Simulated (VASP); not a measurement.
# TiC in VASP: a series of runs, part 2 of 2

VASP 6.6.1. The steps go on from the part before.

## Step 3: Single point, PBEsol (strain -0.050 along x and y, -0.025 along z)

File INCAR:

```
ALGO = Normal
EDIFF = 1E-6
ENCUT = 520
GGA = PS
ISIF = 2
ISMEAR = 0
LASPH = T
LCHARG = F
LREAL = F
LWAVE = F
NBANDS = 15
NELM = 60
PREC = Accurate
SIGMA = 0.15
```

File KPOINTS:

```
k-points
0
Gamma
  24 24 24
```

File POSCAR:

```
TiC
1.0
    0.0000000000      2.0393512101      2.0930183472
    2.0393512101      0.0000000000      2.0930183472
    2.0393512101      2.0393512101      0.0000000000
Ti C
1 1
Direct
    0.0000000000      0.0000000000      0.0000000000
    0.5000000000      0.5000000000      0.5000000000
```

Potentials or basis: VASP PAW PBE potentials, release 64 (Ti_sv, C).

Run with:

```console
$ cat potpaw_PBE.64/Ti_sv/POTCAR potpaw_PBE.64/C/POTCAR > POTCAR
$ mpirun -np 1 vasp_std > vasp.out
```

OUTCAR:

```text
EDIFF = 1E-6
   ENCUT = 520
   GGA = PS
   ISIF = 2
   ISMEAR = 0
   LASPH = T
   LREAL = F
   NELM = 60
   PREC = Accurate

 ion  position               nearest neighbor table
   1  0.000  0.000  0.000-   2 2.04   2 2.04   2 2.04   2 2.04   2 2.09   2 2.09
   2  0.500  0.500  0.500-   1 2.04   1 2.04   1 2.04   1 2.04   1 2.09   1 2.09

  LATTYP: Found a body centered tetragonal cell.
 ALAT       =     2.8840781398
 C/A-ratio  =     1.4514297087

  Lattice vectors:

 A1 = (  -2.0393512101,   0.0000000000,   2.0930183472)
 A2 = (   2.0393512101,   0.0000000000,   2.0930183472)
 A3 = (   0.0000000000,   2.0393512101,  -2.0930183472)

Analysis of symmetry for initial positions (statically):
=====================================================================
 Subroutine PRICEL returns:
 Original cell was already a primitive cell.

 Routine SETGRP: Setting up the symmetry group for a
 body centered tetragonal supercell.

 Subroutine GETGRP returns: Found 16 space group operations
 (whereof 16 operations were pure point group operations)
 out of a pool of 16 trial point group operations.

The static configuration has the point symmetry D_4h.

Analysis of symmetry for dynamics (positions and initial velocities):
=====================================================================
 Subroutine PRICEL returns:
 Original cell was already a primitive cell.

 Routine SETGRP: Setting up the symmetry group for a
 body centered tetragonal supercell.

 Subroutine GETGRP returns: Found 16 space group operations
 (whereof 16 operations were pure point group operations)
 out of a pool of 16 trial point group operations.

The dynamic configuration has the point symmetry D_4h.

 Subroutine INISYM returns: Found 16 space group operations
 (whereof 16 operations are pure point group operations),
 and found     1 'primitive' translations

----------------------------------------------------------------------------------------

                                     Primitive cell

  volume of cell :      17.4095
[... 120 lines left out ...]
 non-spin polarized calculation
 Gauss-broadening in eV      SIGMA  =   0.15
  energy-cutoff  :      520.00
  volume of cell :       17.41
 maximum number of plane-waves:       493
 NGX is ok and might be reduce to    24
   NGX = 11   NGY = 11   NGZ = 11

 number of electron      16.0000000 magnetization

 Free energy of the ion-electron system (eV)
  ---------------------------------------------------
  ext. energy  EPLUGINS =         0.00000000
  ---------------------------------------------------
  free energy    TOTEN  =       -19.48883973 eV

  energy without entropy =      -19.48591369  energy(sigma->0) =      -19.48737671

 E-fermi :  11.2292     XC(G=0): -13.6785

 val. band max:       11.2179489379   @ k =   0.0833   0.0000   0.0417
 cond. band min:      11.2325014520   @ k =   0.4167   0.0417   0.3750
 fundamental gap:      0.0145525141
 Fermi energy:        11.2291732727

 k-point     1 :       0.0000    0.0000    0.0000
  band No.  band energies     occupation
      1     -44.6729      2.00000
      2     -20.6971      2.00000
      3     -20.6772      2.00000
      4     -20.6772      2.00000
      5      -1.8453      2.00000
      6      11.7513      0.00000
      7      11.9983      0.00000
      8      11.9983      0.00000
      9      13.0204      0.00000
     10      13.1452      0.00000
     11      13.1856      0.00000
     12      13.1856      0.00000
     13      13.3953      0.00000
     14      24.1385      0.00000
[... 401 lines left out ...]
      2     -21.5408      2.00000
      3     -20.7898      2.00000
      4     -20.7433      2.00000
      5       2.1465      2.00000
      6       5.0173      2.00000
      7       7.7933      2.00000
      8       7.9417      2.00000
      9      14.6367      0.00000
     10      14.6937      0.00000
     11      16.0748      0.00000
     12      20.4594      0.00000
     13      20.8498      0.00000
     14      20.9857      0.00000
     15      27.6070      0.00000

 [... further k-points ...]

------------------------ aborting loop because EDIFF is reached ----------------------------------------

  FORCE on cell =-STRESS in cart. coord.  units (eV):
  Direction    XX          YY          ZZ          XY          YZ          ZX
  --------------------------------------------------------------------------------------
  -------------------------------------------------------------------------------------
  Total        5.5019233      5.5019233      3.5160482      0.0000000     -0.0000000     -0.0000000
  in kB      506.3351016    506.3351016    323.5775076      0.0000000     -0.0000000     -0.0000000
  external PRESSURE =     445.4159036 kB  Pullay stress =       0.0000000 kB

 VOLUME and BASIS-vectors are now :
 -----------------------------------------------------------------------------
  energy-cutoff  :      520.00
  volume of cell :       17.41
      direct lattice vectors                 reciprocal lattice vectors
     0.000000000  2.039351210  2.093018347    -0.245176014  0.245176014  0.238889449
     2.039351210  0.000000000  2.093018347     0.245176014 -0.245176014  0.238889449
     2.039351210  2.039351210  0.000000000     0.245176014  0.245176014 -0.238889449

 POSITION                                       TOTAL-FORCE (eV/Angst)
 -----------------------------------------------------------------------------------
      0.00000      0.00000      0.00000        -0.000000      0.000000      0.000000
      2.03935      2.03935      2.09302         0.000000     -0.000000     -0.000000
 -----------------------------------------------------------------------------------
    total drift:                                0.000000     -0.000000     -0.000000

  FREE ENERGIE OF THE ION-ELECTRON SYSTEM (eV)
  ---------------------------------------------------
  free  energy   TOTEN  =       -19.4888397282 eV

  energy  without entropy=      -19.4859136917  energy(sigma->0) =      -19.48737671
```

OSZICAR:

```text
N       E                     dE             d eps       ncg     rms          rms(c)
DAV:   1     0.115405634541E+03    0.11541E+03   -0.79295E+03 32097   0.131E+03
DAV:   2    -0.176206911808E+02   -0.13303E+03   -0.12440E+03 34109   0.338E+02
DAV:   3    -0.242534222304E+02   -0.66327E+01   -0.65342E+01 39496   0.750E+01
DAV:   4    -0.244748717351E+02   -0.22145E+00   -0.22125E+00 41175   0.123E+01
DAV:   5    -0.244807819674E+02   -0.59102E-02   -0.59085E-02 40070   0.172E+00    0.226E+01
DAV:   6    -0.197667476557E+02    0.47140E+01   -0.98442E+00 45548   0.568E+01    0.667E+00
DAV:   7    -0.194873354534E+02    0.27941E+00   -0.12936E+00 36527   0.166E+01    0.646E+00
DAV:   8    -0.194949351841E+02   -0.75997E-02   -0.19863E-01 40502   0.622E+00    0.113E+00
DAV:   9    -0.194918176056E+02    0.31176E-02   -0.22848E-02 44565   0.204E+00    0.109E+00
DAV:  10    -0.194890471365E+02    0.27705E-02   -0.60119E-03 35855   0.125E+00    0.333E-01
DAV:  11    -0.194888291955E+02    0.21794E-03   -0.44639E-04 39381   0.244E-01    0.481E-02
DAV:  12    -0.194888429574E+02   -0.13762E-04   -0.77428E-05 35313   0.812E-02    0.309E-02
DAV:  13    -0.194888396191E+02    0.33383E-05   -0.93728E-06 38197   0.366E-02    0.614E-03
DAV:  14    -0.194888397282E+02   -0.10919E-06   -0.21375E-07 21484   0.576E-03
   1 F= -.19488840E+02 E0= -.19487377E+02  d E =-.292604E-02
```

stdout:

```text
POSCAR found type information on POSCAR TiC
 POSCAR found :  2 types and       2 ions
 scaLAPACK will be used
 -----------------------------------------------------------------------------
|                                                                             |
|                                                                             |
|     You enforced a specific xc type in the INCAR file but a different       |
|     I HOPE YOU KNOW WHAT YOU ARE DOING!                                     |
|                                                                             |
 -----------------------------------------------------------------------------

 LDA part: xc-table for (Slater+PW92), standard interpolation
 POSCAR, INCAR and KPOINTS ok, starting setup
 FFT: planning ... GRIDC
 FFT: planning ... GRID_SOFT
 FFT: planning ... GRID
 WAVECAR not read
 entering main loop
```

Run time: 3.5 min. Hardware: 1 thread of Intel Xeon 8259CL, shared host; peak memory 0.39 GiB.

What came out:

| Item | Value |
| --- | --- |
| Free energy | -19.4888 eV |
| Pressure | 44.5 GPa |
| Band gap on the k mesh | zero (bands 8 and 9 overlap by 1.29 eV) |

Caveat: the cell differs from its parent crystal (strain -0.050 along x and y, -0.025 along z); the stress differs along the axes, from 32 to 51 GPa; the PAW data sets were made with another functional, which shifts forces and pressure a little.
